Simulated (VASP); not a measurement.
# SiO2 (I-42d) in VASP: a series of runs

SiO2 is run at these levels: r2SCAN; tasks: single point.

Program: VASP 6.6.1. These are calculated values, not measurements. Logs are shortened: lines on timing, memory, paths and dates and some standing lists are left out, and cuts for length are marked.

## 1. The cell of the first run

Symmetry: I-42d, No. 122, tetragonal system. The conventional cell has a = 4.949 Å, b = 4.949 Å, c = 7.318 Å, α = 90.00°, β = 90.00°, γ = 90.00°. Si (site symmetry -4) has 4 O at 1.61 Å within 2.1 Å. Within 2.1 Å of O (site symmetry 2) lie 2 Si at 1.61 Å.

## 2. Single point, r2SCAN

The input, POSCAR:

```
SiO2
1.0
   -2.4743911465      2.4743911465      3.6589264506
    2.4743911465     -2.4743911465      3.6589264506
    2.4743911465      2.4743911465     -3.6589264506
Si O
2 4
Direct
    0.0000000000      0.0000000000      0.0000000000
    0.7500000000      0.2500000000      0.5000000000
    0.3750000000      0.2224564639      0.3474564639
    0.9724564639      0.6250000000      0.8474564639
    0.7775435361      0.1250000000      0.1525435361
    0.8750000000      0.0275435361      0.6525435361
```

The input, INCAR.step1:

```
SYSTEM = SiO2
PREC = Accurate
ENCUT = 520
ISMEAR = 0
SIGMA = 0.02
LREAL = .FALSE.
LASPH = .TRUE.
NELM = 80
NBANDS = 25
GGA = PE
ALGO = Normal
EDIFF = 1E-4
LWAVE = .TRUE.
LCHARG = .FALSE.
```

The input, INCAR.step2:

```
SYSTEM = SiO2
PREC = Accurate
ENCUT = 520
EDIFF = 1E-7
ISMEAR = 0
SIGMA = 0.02
LREAL = .FALSE.
LASPH = .TRUE.
NELM = 80
ALGO = Normal
ISIF = 2
LWAVE = .FALSE.
LCHARG = .TRUE.
METAGGA = R2SCAN
LMIXTAU = .TRUE.
LELF = .TRUE.
LVHAR = .TRUE.
NBANDS = 25
ISTART = 1
```

The input, KPOINTS:

```
Automatic mesh
0
G
  6 6 6
  0 0 0
```

Potentials or basis: VASP PAW PBE potentials, release 64 (Si, O).

Started as:

```
$ cat potpaw_PBE.64/Si/POTCAR potpaw_PBE.64/O/POTCAR > POTCAR
$ cp INCAR.step1 INCAR
$ mpirun -np 1 vasp_std > vasp.out
$ cp INCAR.step2 INCAR
$ mpirun -np 1 vasp_std > vasp.out
```

OUTCAR:

```text
SYSTEM = SiO2
   PREC = Accurate
   ENCUT = 520
   EDIFF = 1E-7
   ISMEAR = 0
   LREAL = .FALSE.
   LASPH = .TRUE.
   NELM = 80
   ISIF = 2
   METAGGA = R2SCAN
   ISTART = 1

 ion  position               nearest neighbor table
   1  0.000  0.000  0.000-   3 1.61   5 1.61   6 1.61   4 1.61   2 3.08   2 3.08   2 3.08   2 3.08

   2  0.750  0.250  0.500-   4 1.61   5 1.61   6 1.61   3 1.61   1 3.08   1 3.08   1 3.08   1 3.08

   3  0.375  0.222  0.347-   1 1.61   2 1.61
   4  0.972  0.625  0.847-   2 1.61   1 1.61
   5  0.778  0.125  0.153-   1 1.61   2 1.61
   6  0.875  0.028  0.653-   1 1.61   2 1.61

  LATTYP: Found a body centered tetragonal cell.
 ALAT       =     4.9487822930
 C/A-ratio  =     1.4787178881

  Lattice vectors:

 A1 = (  -2.4743911465,   2.4743911465,   3.6589264506)
 A2 = (   2.4743911465,  -2.4743911465,   3.6589264506)
 A3 = (   2.4743911465,   2.4743911465,  -3.6589264506)

Analysis of symmetry for initial positions (statically):
=====================================================================
 Subroutine PRICEL returns:
 Original cell was already a primitive cell.

 Routine SETGRP: Setting up the symmetry group for a
 body centered tetragonal supercell.

 Subroutine GETGRP returns: Found  8 space group operations
 (whereof  4 operations were pure point group operations)
 out of a pool of 16 trial point group operations.

The static configuration has the point symmetry S_4 .
 The point group associated with its full space group is D_2d.

Analysis of symmetry for dynamics (positions and initial velocities):
=====================================================================
 Subroutine PRICEL returns:
 Original cell was already a primitive cell.

 Routine SETGRP: Setting up the symmetry group for a
 body centered tetragonal supercell.

 Subroutine GETGRP returns: Found  8 space group operations
 (whereof  4 operations were pure point group operations)
 out of a pool of 16 trial point group operations.

The dynamic configuration has the point symmetry S_4 .
 The point group associated with its full space group is D_2d.

 Subroutine INISYM returns: Found  8 space group operations
 (whereof  4 operations are pure point group operations),
 and found     1 'primitive' translations

----------------------------------------------------------------------------------------

                                     Primitive cell

  volume of cell :      89.6087

  direct lattice vectors                    reciprocal lattice vectors
    -2.474391146  2.474391146  3.658926451     0.000000000  0.202069912  0.136652105
     2.474391146 -2.474391146  3.658926451     0.202069912  0.000000000  0.136652105
     2.474391146  2.474391146 -3.658926451     0.202069912  0.202069912  0.000000000

  length of vectors
     5.062900934  5.062900934  5.062900934     0.243938613  0.243938613  0.285770009

  position of ions in fractional coordinates (direct lattice)
     0.000000000  0.000000000  0.000000000
     0.750000000  0.250000000  0.500000000
     0.375000000  0.222456464  0.347456464
     0.972456464  0.625000000  0.847456464
     0.777543536  0.125000000  0.152543536
     0.875000000  0.027543536  0.652543536

  ion indices of the primitive-cell ions
   primitive index   ion index
                 1           1
                 2           2
                 3           3
                 4           4
                 5           5
                 6           6

----------------------------------------------------------------------------------------

 KPOINTS: Automatic mesh

Automatic generation of k-mesh.
 Grid dimensions read from file:
 generate k-points for:    6    6    6

 Generating k-lattice:

  Cartesian coordinates                     Fractional coordinates (reciprocal lattice)
     0.000000000  0.033678319  0.022775351     0.166666667  0.000000000  0.000000000
     0.033678319  0.000000000  0.022775351     0.000000000  0.166666667  0.000000000
     0.033678319  0.033678319  0.000000000     0.000000000  0.000000000  0.166666667

  Length of vectors
     0.040656435  0.040656435  0.047628335

  Shift w.r.t. Gamma in fractional coordinates (k-lattice)
     0.000000000  0.000000000  0.000000000

 Subroutine IBZKPT returns following result:
 ===========================================

 Found     30 irreducible k-points:

 Following reciprocal coordinates:
            Coordinates               Weight
  0.000000  0.000000  0.000000      1.000000
  0.166667 -0.000000  0.000000      8.000000
  0.333333  0.000000  0.000000      8.000000
  0.500000  0.000000  0.000000      4.000000
  0.166667  0.166667  0.000000      8.000000
  0.333333  0.166667  0.000000     16.000000
[... 16 lines left out ...]
 -0.333333 -0.333333  0.166667      8.000000
 -0.166667 -0.333333  0.166667      8.000000
 [... further k-points ...]
   k-points           NKPTS =     30   k-points in BZ     NKDIM =     30   number of bands    NBANDS=     25
   number of dos      NEDOS =    301   number of ions     NIONS =      6
   total plane-waves  NPLWV =  64000
   dimension x,y,z NGX =    40 NGY =   40 NGZ =   40
   dimension x,y,z NGXF=    80 NGYF=   80 NGZF=   80
   ions per type =               2   4
   NGX,Y,Z   is equivalent  to a cutoff of  13.13, 13.13, 13.13 a.u.
   NGXF,Y,Z  is equivalent  to a cutoff of  26.27, 26.27, 26.27 a.u.
 SYSTEM =  SiO2
   PREC   = accura    normal or accurate (medium, high low for compatibility)
   ISTART =      1    job   : 0-new  1-cont  2-samecut
   ICHARG =      0    charge: 1-file 2-atom 10-const
   ISPIN  =      1    spin polarized calculation?
   LNONCOLLINEAR =      F non collinear calculations
   LSORBIT =      F    spin-orbit coupling
   LASPH  =      T    aspherical Exc in radial PAW
   ENCUT  =  520.0 eV  38.22 Ry    6.18 a.u.   9.41  9.41  9.41*2*pi/ulx,y,z
   NELM   =     80;   NELMIN=  2; NELMDL=  0     # of ELM steps
   EDIFF  = 0.1E-06   stopping-criterion for ELM
   LREAL  =      F    real-space projection
   EDIFFG = 0.1E-05   stopping-criterion for IOM
   NSW    =      0    number of steps for IOM
   IBRION =     -1    ionic relax: 0-MD 1-quasi-New 2-CG
   NFREE  =      0    steps in history (QN), initial steepest desc. (CG)
   ISIF   =      2    stress and relaxation
   ISYM   =      2    0-nonsym 1-usesym 2-fastsym
   POTIM  = 0.5000    time-step for ionic-motion
   TEBEG  =    0.0;   TEEND  =   0.0 temperature during run
   PSTRESS=    0.0 pullay stress
   NELECT =      32.0000    total number of electrons
   NUPDOWN=      -1.0000    fix difference up-down
   EMIN   =  10.00;   EMAX   =-10.00  energy-range for DOS
   EFERMI =   0.00;   METHOD = LEGACY
   ISMEAR =     0;   SIGMA  =   0.02  broadening in eV -4-tet -1-fermi 0-gaus
   EFERMI_NEDOS =   21; number of points for ismear=-14 and -15
   IALGO  =     38    algorithm
   IMIX   =      4    mixing-type and parameters
     AMIX     =   0.40;   BMIX     =  1.00
     AMIX_MAG =   1.60;   BMIX_MAG =  1.00
  volume/ion in A,a.u.               =      14.93       100.78
  Fermi-wavevector in a.u.,A,eV,Ry     =   1.161470  2.194860 18.354433  1.349013
  Thomas-Fermi vector in A             =   2.298042
   LORBIT       =      0    0 simple, 1 ext, 2 COOP (PROOUT), +10 PAW based schemes
   METAGGA = R2SCAN    functional components
   LHFCALC =     F    Hartree Fock is set to
   AEXX    =    0.0000 exact exchange contribution
   IVDW    =     0    specifies the selected vdW correction
   LEPSILON=     F    determine dielectric tensor
   LRPA    =     F    only Hartree local field effects (RPA)
 non-spin polarized calculation
 Gauss-broadening in eV      SIGMA  =   0.02
  energy-cutoff  :      520.00
  volume of cell :       89.61
 maximum number of plane-waves:      2435
 NGX is ok and might be reduce to    40
   NGX = 19   NGY = 19   NGZ = 19

 number of electron      32.0000002 magnetization

 Free energy of the ion-electron system (eV)
  ---------------------------------------------------
  ext. energy  EPLUGINS =         0.00000000
  ---------------------------------------------------
  free energy    TOTEN  =       -59.58863922 eV

  energy without entropy =      -59.58863922  energy(sigma->0) =      -59.58863922

 E-fermi :  -0.7097     XC(G=0):  -8.6016

 val. band max:       -0.8685209409   @ k =   0.0000   0.0000   0.0000
 cond. band min:       5.6800801783   @ k =   0.0000   0.0000   0.0000
 fundamental gap:      6.5486011192
 Fermi energy:        -0.7097072698

 k-point     1 :       0.0000    0.0000    0.0000
  band No.  band energies     occupation
      1     -21.0719      2.00000
      2     -19.0241      2.00000
      3     -19.0241      2.00000
      4     -18.9688      2.00000
      5     -10.1743      2.00000
      6      -6.4783      2.00000
[... 17 lines left out ...]
     24      12.9399      0.00000
     25      13.4612      0.00000

 k-point     2 :       0.1667   -0.0000    0.0000
  band No.  band energies     occupation
      1     -20.9888      2.00000
      2     -19.1454      2.00000
      3     -19.0287      2.00000
      4     -18.9881      2.00000
      5      -9.9638      2.00000
      6      -6.5460      2.00000
[... 17 lines left out ...]
     24      13.0249      0.00000
     25      13.5592      0.00000

 k-point     3 :       0.3333    0.0000    0.0000
  band No.  band energies     occupation
      1     -20.7789      2.00000
      2     -19.4549      2.00000
      3     -19.0365      2.00000
      4     -19.0008      2.00000
      5      -9.4816      2.00000
      6      -6.7892      2.00000
[... 17 lines left out ...]
     24      12.9178      0.00000
     25      13.8319      0.00000

 k-point     4 :       0.5000    0.0000    0.0000
  band No.  band energies     occupation
      1     -20.6298      2.00000
      2     -19.6532      2.00000
      3     -19.0396      2.00000
      4     -19.0070      2.00000
      5      -9.1869      2.00000
      6      -6.9689      2.00000
[... 17 lines left out ...]
     24      13.3785      0.00000
     25      13.5524      0.00000

 k-point     5 :       0.1667    0.1667    0.0000
  band No.  band energies     occupation
      1     -20.8585      2.00000
      2     -19.3327      2.00000
      3     -19.0373      2.00000
      4     -19.0041      2.00000
      5      -9.6449      2.00000
      6      -6.7356      2.00000
[... 17 lines left out ...]
     24      13.2699      0.00000
     25      13.7781      0.00000

 k-point     6 :       0.3333    0.1667    0.0000
  band No.  band energies     occupation
      1     -20.6339      2.00000
      2     -19.6385      2.00000
      3     -19.0446      2.00000
      4     -19.0131      2.00000
      5      -9.1589      2.00000
      6      -7.0932      2.00000
[... 17 lines left out ...]
     24      13.3887      0.00000
     25      13.8461      0.00000
[... 393 lines left out ...]
 k-point    21 :      -0.3333    0.5000    0.1667
  band No.  band energies     occupation
      1     -20.4004      2.00000
      2     -19.9059      2.00000
      3     -19.0505      2.00000
      4     -19.0340      2.00000
      5      -8.6362      2.00000
      6      -7.5753      2.00000
[... 17 lines left out ...]
     24      13.2383      0.00000
     25      13.7957      0.00000

 k-point    22 :      -0.1667    0.5000    0.1667
  band No.  band energies     occupation
      1     -20.5705      2.00000
      2     -19.7125      2.00000
      3     -19.0450      2.00000
      4     -19.0251      2.00000
      5      -9.0120      2.00000
      6      -7.1370      2.00000
[... 17 lines left out ...]
     24      13.4997      0.00000
     25      13.7525      0.00000

 k-point    23 :      -0.3333   -0.3333    0.1667
  band No.  band energies     occupation
      1     -20.5739      2.00000
      2     -19.6978      2.00000
      3     -19.0498      2.00000
      4     -19.0344      2.00000
      5      -8.9704      2.00000
      6      -7.1975      2.00000
[... 17 lines left out ...]
     24      13.4635      0.00000
     25      13.9686      0.00000

 k-point    24 :      -0.1667   -0.3333    0.1667
  band No.  band energies     occupation
      1     -20.7807      2.00000
      2     -19.4283      2.00000
      3     -19.0398      2.00000
      4     -19.0283      2.00000
      5      -9.4386      2.00000
      6      -6.7733      2.00000
[... 17 lines left out ...]
     24      13.2470      0.00000
     25      13.7958      0.00000

 [... further k-points ...]
[... 5 lines left out ...]
  --------------------------------------------------------------------------------------
  -------------------------------------------------------------------------------------
  Total        0.1033053      0.1033053      0.1011496      0.0000000      0.0000000      0.0000000
  in kB        1.8470676      1.8470676      1.8085247      0.0000000      0.0000000      0.0000000
  external PRESSURE =       1.8342199 kB  Pullay stress =       0.0000000 kB

 VOLUME and BASIS-vectors are now :
 -----------------------------------------------------------------------------
  energy-cutoff  :      520.00
  volume of cell :       89.61
      direct lattice vectors                 reciprocal lattice vectors
    -2.474391146  2.474391146  3.658926451     0.000000000  0.202069912  0.136652105
     2.474391146 -2.474391146  3.658926451     0.202069912  0.000000000  0.136652105
     2.474391146  2.474391146 -3.658926451     0.202069912  0.202069912  0.000000000

 POSITION                                       TOTAL-FORCE (eV/Angst)
 -----------------------------------------------------------------------------------
      0.00000      0.00000      0.00000        -0.000000      0.000000      0.000000
      0.00000      2.47439      1.82946        -0.000000      0.000000      0.000000
      0.48229      1.23720      0.91473         0.005432     -0.000000      0.000000
      1.23720      2.95668      2.74419        -0.000000      0.005432      0.000000
     -1.23720      1.99210      2.74419         0.000000     -0.005432      0.000000
     -0.48229      3.71159      0.91473        -0.005432      0.000000      0.000000
 -----------------------------------------------------------------------------------
    total drift:                                0.000012      0.000012     -0.000001

  FREE ENERGIE OF THE ION-ELECTRON SYSTEM (eV)
  ---------------------------------------------------
  free  energy   TOTEN  =       -59.5886392247 eV

  energy  without entropy=      -59.5886392247  energy(sigma->0) =      -59.58863922
```

It took 2.6 min on 1 thread of Intel Xeon 6975P-C (Granite Rapids), shared host; peak memory 0.26 GiB.

Results:

| Property | Result |
| --- | --- |
| Free energy | -59.5886 eV |
| Pressure | 0.2 GPa |
| Largest force | 0.005 eV/Å |
| Band gap on the k mesh | 6.55 eV, direct |

Forces on the atoms (eV/Å):
```
Si   0.000  0.000  0.000
Si   0.000  0.000  0.000
O    0.005  0.000  0.000
O    0.000  0.005  0.000
O    0.000 -0.005  0.000
O   -0.005  0.000  0.000
```

Levels at points of the mesh, in eV from the valence-band top:
```csv
k point,band 14,band 15,band 16,band 17,band 18,band 19
"(0.00, 0.00, 0.00)",-0.70,0.00,0.00,6.55,9.70,11.69
"(0.50, 0.00, 0.00)",-0.80,-0.50,-0.14,9.06,9.58,10.50
"(0.50, 0.50, 0.00)",-1.00,-0.34,-0.34,9.86,9.86,11.22
"(0.50, 0.50, 0.50)",-1.50,-0.32,-0.32,9.62,9.62,11.12
```

Caveat: the PAW data sets were made with another functional, which shifts forces and pressure a little.

## 3. Single point, r2SCAN

POSCAR is that of step 2.

The input, INCAR.step1:

```
PREC = Accurate ; ENCUT = 520
ISMEAR = 0 ; SIGMA = 0.02
LREAL = False ; LASPH = True
NELM = 80 ; NBANDS = 25
GGA = PE ; ALGO = Normal
EDIFF = 1E-4 ; LWAVE = True
LCHARG = False
```

The input, INCAR.step2:

```
PREC = Accurate ; ENCUT = 520
EDIFF = 1E-6 ; ISMEAR = 0
SIGMA = 0.02 ; LREAL = False
LASPH = True ; NELM = 80
ALGO = Normal ; ISIF = 2
LWAVE = False ; LCHARG = False
METAGGA = R2SCAN ; LMIXTAU = True
NBANDS = 25 ; ISTART = 1
```

The input, KPOINTS:

```
regular mesh
0
Gamma
  6 6 6
```

Potentials or basis: VASP PAW PBE potentials, release 64 (Si, O).

Started as:

```
$ cat potpaw_PBE.64/Si/POTCAR potpaw_PBE.64/O/POTCAR > POTCAR
$ cp INCAR.step1 INCAR
$ mpirun -np 1 vasp_std > vasp.out
$ cp INCAR.step2 INCAR
$ mpirun -np 1 vasp_std > vasp.out
```

Run time: 2.1 min. Hardware: 1 thread of Intel Xeon 6975P-C (Granite Rapids), shared host; peak memory 0.27 GiB.

It converged, with:

| Property | Result |
| --- | --- |
| Free energy | -59.5886 eV |
| Pressure | 0.2 GPa |
| Largest force | 0.005 eV/Å |
| Band gap on the k mesh | 6.55 eV, direct |

Forces in eV/Å, atoms in the order of the input:
```
Si   0.000  0.000  0.000
Si   0.000  0.000  0.000
O    0.005  0.000  0.000
O    0.000  0.005  0.000
O    0.000 -0.005  0.000
O   -0.005  0.000  0.000
```

Levels at points of the mesh, in eV from the valence-band top:
| k point | band 14 | band 15 | band 16 | band 17 | band 18 | band 19 |
| --- | --- | --- | --- | --- | --- | --- |
| (0.00, 0.00, 0.00) | -0.70 | 0.00 | 0.00 | 6.55 | 9.70 | 11.69 |
| (0.50, 0.00, 0.00) | -0.80 | -0.50 | -0.14 | 9.06 | 9.58 | 10.50 |
| (0.50, 0.50, 0.00) | -1.00 | -0.34 | -0.34 | 9.86 | 9.86 | 11.22 |
| (0.50, 0.50, 0.50) | -1.50 | -0.32 | -0.32 | 9.62 | 9.62 | 11.12 |

Caveat: the PAW data sets were made with another functional, which shifts forces and pressure a little. A k mesh can miss the band edges.

## 4. Single point, r2SCAN

The input, POSCAR:

```
SiO2
1.0
   -2.4743910267      2.4743910267      3.6589265980
    2.4743910267     -2.4743910267      3.6589265980
    2.4743910267      2.4743910267     -3.6589265980
Si O
2 4
Direct
    0.0000000000      0.0000000000      0.0000000000
    0.7500000000      0.2500000000      0.5000000000
    0.3750000000      0.2224564962      0.3474564962
    0.9724564962      0.6250000000      0.8474564962
    0.7775435038      0.1250000000      0.1525435038
    0.8750000000      0.0275435038      0.6525435038
```

The input, INCAR.step1:

```
SYSTEM = SiO2
PREC = Accurate
ENCUT = 520
ISMEAR = 0
SIGMA = 0.02
LREAL = .FALSE.
LASPH = .TRUE.
NELM = 80
NBANDS = 25
GGA = PE
ALGO = Normal
EDIFF = 1E-4
LWAVE = .TRUE.
LCHARG = .FALSE.
```

The input, INCAR.step2:

```
SYSTEM = SiO2
PREC = Accurate
ENCUT = 520
EDIFF = 1E-7
ISMEAR = 0
SIGMA = 0.02
LREAL = .FALSE.
LASPH = .TRUE.
NELM = 80
ALGO = Normal
ISIF = 2
LWAVE = .FALSE.
LCHARG = .TRUE.
METAGGA = R2SCAN
LMIXTAU = .TRUE.
LELF = .TRUE.
LVHAR = .TRUE.
NBANDS = 25
ISTART = 1
```

The input, KPOINTS:

```
Automatic mesh
0
G
  6 6 6
  0 0 0
```

Started as:

```
$ cat potpaw_PBE.64/Si/POTCAR potpaw_PBE.64/O/POTCAR > POTCAR
$ cp INCAR.step1 INCAR
$ mpirun -np 1 vasp_std > vasp.out
$ cp INCAR.step2 INCAR
$ mpirun -np 1 vasp_std > vasp.out
```

Run time: 3 min. Hardware: 1 thread of Intel Xeon Platinum 8559C (Emerald Rapids), shared host; peak memory 0.26 GiB.

It converged, with:

- Free energy: -59.5886 eV
- Pressure: 0.2 GPa
- Largest force: 0.005 eV/Å
- Band gap on the k mesh: 6.55 eV, direct

Forces in eV/Å, atoms in the order of the input:
```
Si   0.000  0.000  0.000
Si   0.000  0.000  0.000
O    0.005  0.000  0.000
O    0.000  0.005  0.000
O    0.000 -0.005  0.000
O   -0.005  0.000  0.000
```

Levels at points of the mesh, in eV from the valence-band top:
| k point | band 13 | band 14 | band 15 | band 16 | band 17 | band 18 | band 19 | band 20 |
| --- | --- | --- | --- | --- | --- | --- | --- | --- |
| (0.00, 0.00, 0.00) | -1.58 | -0.70 | 0.00 | 0.00 | 6.55 | 9.70 | 11.69 | 11.71 |
| (0.50, 0.00, 0.00) | -1.51 | -0.80 | -0.50 | -0.14 | 9.06 | 9.58 | 10.50 | 11.18 |
| (0.50, 0.50, 0.00) | -1.00 | -1.00 | -0.34 | -0.34 | 9.86 | 9.86 | 11.22 | 11.22 |
| (0.50, 0.50, 0.50) | -1.50 | -1.50 | -0.32 | -0.32 | 9.62 | 9.62 | 11.12 | 11.12 |

Caveat: the PAW data sets were made with another functional, which shifts forces and pressure a little.
